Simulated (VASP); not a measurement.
A run of VASP 6.6.1:

POSCAR

```
Zn
1.0
    2.5574698433      0.0000002699      0.0000000000
   -1.2787351554      2.2148337188      0.0000000000
    0.0000000000      0.0000000000     29.9064687634
Zn
2
Direct
    0.0000000000      0.0000000000      0.3337210826
    0.0000000000      0.0000000000      0.2347178106
```

The input INCAR.step1:

```
SYSTEM = Zn
ALGO = Normal
DIPOL = 0.5 0.5 0.284
EDIFF = 1E-6
ENCUT = 520
GGA = PE
IDIPOL = 3
ISIF = 2
ISMEAR = 0
LASPH = .TRUE.
LCHARG = .TRUE.
LDIPOL = .TRUE.
LREAL = .FALSE.
LWAVE = .FALSE.
NBANDS = 19
NELM = 80
PREC = Accurate
SIGMA = 0.1
```

KPOINTS.step1

```
k-points
0
G
  24 24 1
  0 0 0
```

File INCAR.step2:

```
SYSTEM = Zn
ALGO = Normal
DIPOL = 0.5 0.5 0.284
EDIFF = 1E-6
ENCUT = 520
GGA = PE
ICHARG = 11
IDIPOL = 3
ISIF = 2
ISMEAR = -5
LASPH = .TRUE.
LCHARG = .FALSE.
LDIPOL = .TRUE.
LORBIT = 11
LREAL = .FALSE.
LWAVE = .FALSE.
NBANDS = 19
NEDOS = 1001
NELM = 80
PREC = Accurate
SIGMA = 0.1
```

KPOINTS.step2

```
k-points
0
G
  36 36 1
  0 0 0
```

Potentials or basis: VASP PAW PBE potentials, release 64 (Zn).

Command:

```bash
$ cat potpaw_PBE.64/Zn/POTCAR > POTCAR
$ cp INCAR.step1 INCAR
$ cp KPOINTS.step1 KPOINTS
$ mpirun -np 1 vasp_std > vasp.out
$ cp INCAR.step2 INCAR
$ cp KPOINTS.step2 KPOINTS
$ mpirun -np 1 vasp_std > vasp.out
```

Hardware: 1 thread of Intel Xeon 8259CL, with other jobs on the host.

Problem. How long does it take, and how much memory?

Solution. Wall time 9.2 min on 1 thread of Intel Xeon 8259CL, on a shared host, peak memory 0.51 GiB. Counts: k points 127.
